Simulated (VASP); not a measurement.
Mg6O5 (a cell with a defect): single point with PBEsol

Mg6O5 (a cell with a defect):

```
Mg O
1.0
     5.59086    0.00000    0.00000
     0.00000    5.59086    0.00000
     0.00000    0.00000    5.59086
Mg O
6 5
Cartesian
  1.3977 0.0000 2.7954
  0.0000 2.7954 1.3977
  2.7954 4.1931 0.0000
  4.1931 0.0000 2.7954
  0.0000 2.7954 4.1931
  2.7954 1.3977 0.0000
  2.7954 0.0000 1.3977
  0.0000 4.1931 2.7954
  3.8437 2.4454 0.0000
  2.7954 0.0000 4.1931
  0.0000 1.3977 2.7954
```

This cell differs from its parent crystal: atoms taken out, atom 9 moved -0.125 of the way to it and -0.350 Å across, host rigid.

| Property | Result |
| --- | --- |
| Program | VASP 6.6.1 |
| Task | single point |
| Functional | PBEsol |
| Potentials or basis | VASP PAW PBE potentials, release 64 (Mg, O) |
| Cutoff | 520 eV |
| k mesh | 4 × 4 × 4 |
| Occupations | gaussian, width 0.05 eV |
| Spin | no spin polarisation |

```yaml
Pressure: 6.1 GPa
Largest_force: 18.257 eV/Å
Band_gap_on_the_k_mesh: 0.87 eV
```

Forces in eV/Å, atoms in the order of the input:
```
Mg    0.077   0.007   0.000
Mg   -0.506  -0.313   0.008
Mg   -0.209   0.009   0.000
Mg   -0.097   0.176   0.000
Mg   -0.506  -0.313  -0.008
Mg  -11.285 -11.788   0.000
O     0.017  -0.398   0.032
O    -0.265  -0.167   0.000
O    12.765  13.052   0.000
O     0.017  -0.398  -0.032
O    -0.007   0.132   0.000
```

Stress tensor (GPa, compression positive):
```
 7.82 11.19  0.00
11.19 10.85  0.00
 0.00  0.00 -0.23
```

Levels at points of the mesh, in eV from the valence-band top:
| k point | band 18 | band 19 | band 20 | band 21 | band 22 | band 23 | band 24 | band 25 |
| --- | --- | --- | --- | --- | --- | --- | --- | --- |
| (0.00, 0.00, 0.00) | -3.10 | -2.56 | -2.39 | -1.89 | 2.35 | 2.67 | 3.35 | 3.57 |
| (0.50, 0.00, 0.00) | -3.11 | -2.56 | -2.39 | -0.56 | 1.31 | 2.83 | 3.35 | 4.46 |
| (0.00, 0.50, 0.00) | -3.13 | -3.07 | -2.39 | -0.98 | 0.87 | 3.01 | 3.89 | 4.07 |
| (0.00, 0.00, 0.50) | -3.16 | -3.11 | -2.56 | -0.87 | 1.23 | 3.02 | 3.76 | 4.61 |
| (0.50, 0.50, 0.00) | -3.08 | -3.00 | -2.39 | -0.38 | 1.64 | 2.33 | 3.59 | 3.80 |
| (0.00, 0.50, 0.50) | -3.27 | -3.25 | -2.93 | -0.60 | 1.85 | 2.12 | 3.21 | 4.28 |
| (0.50, 0.00, 0.50) | -3.14 | -3.09 | -2.56 | -0.31 | 1.92 | 2.11 | 3.50 | 3.51 |
| (0.50, 0.50, 0.50) | -3.40 | -3.28 | -3.24 | 0.00 | 2.20 | 2.31 | 3.00 | 3.89 |

It took 2.6 min on 1 thread of Intel(R) Xeon(R) Platinum 8488C (Sapphire Rapids), on a shared host, peak memory 0.32 GiB.

Caveat: the cell differs from its parent crystal (atoms taken out, atom 9 moved -0.125 of the way to it and -0.350 Å across, host rigid); the PAW data sets were made with another functional, which shifts forces and pressure a little.
